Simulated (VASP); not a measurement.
Here is a VASP 6.6.1 calculation.

The input INCAR:

```
PREC = Accurate
ENCUT = 520
EDIFF = 1E-6
ISMEAR = 0
SIGMA = 0.1
LREAL = False
LASPH = True
NELM = 100
ALGO = Normal
ISIF = 2
LWAVE = False
LCHARG = True
GGA = PE
LELF = True
LVHAR = True
NBANDS = 50
```

Contents of KPOINTS:

```
Automatic mesh
0
Gamma
  2 4 4
```

POSCAR

```
PbO
1.0
   12.4469335203      0.0000000000      0.0000000000
    0.0000000000      3.5929237127      0.0000000000
    0.0000000000      0.0000000000      3.7478314770
Pb O
4 4
Direct
    0.1404881082      0.2500000000      0.1766438649
    0.8595118918      0.7500000000      0.8233561351
    0.3595118918      0.7500000000      0.6766438649
    0.6404881082      0.2500000000      0.3233561351
    0.8181110673      0.2500000000      0.4408016171
    0.1818889327      0.7500000000      0.5591983829
    0.6818889327      0.7500000000     -0.0591983829
    0.3181110673      0.2500000000      1.0591983829
```

Potentials or basis: VASP PAW PBE potentials, release 64 (Pb_d, O).

Run with:

```console
$ cat potpaw_PBE.64/Pb_d/POTCAR potpaw_PBE.64/O/POTCAR > POTCAR
$ mpirun -np 1 vasp_std > vasp.out
```

Predict the band gap on the k mesh.

2.14 eV (least direct gap 2.39 eV).

Estimate the largest force.

0.038 eV/Å.

Forces on the atoms (eV/Å):
```
Pb  -0.036  0.000 -0.010
Pb   0.036  0.000  0.010
Pb   0.036  0.000 -0.010
Pb  -0.036  0.000  0.010
O    0.004  0.000 -0.016
O   -0.004  0.000  0.016
O   -0.004  0.000 -0.016
O    0.004  0.000  0.016
```

Caveat: the k points lie up to 0.44 Å⁻¹ apart; spin-orbit coupling is left out, which moves the levels of the heavy elements. A k mesh can miss the band edges.
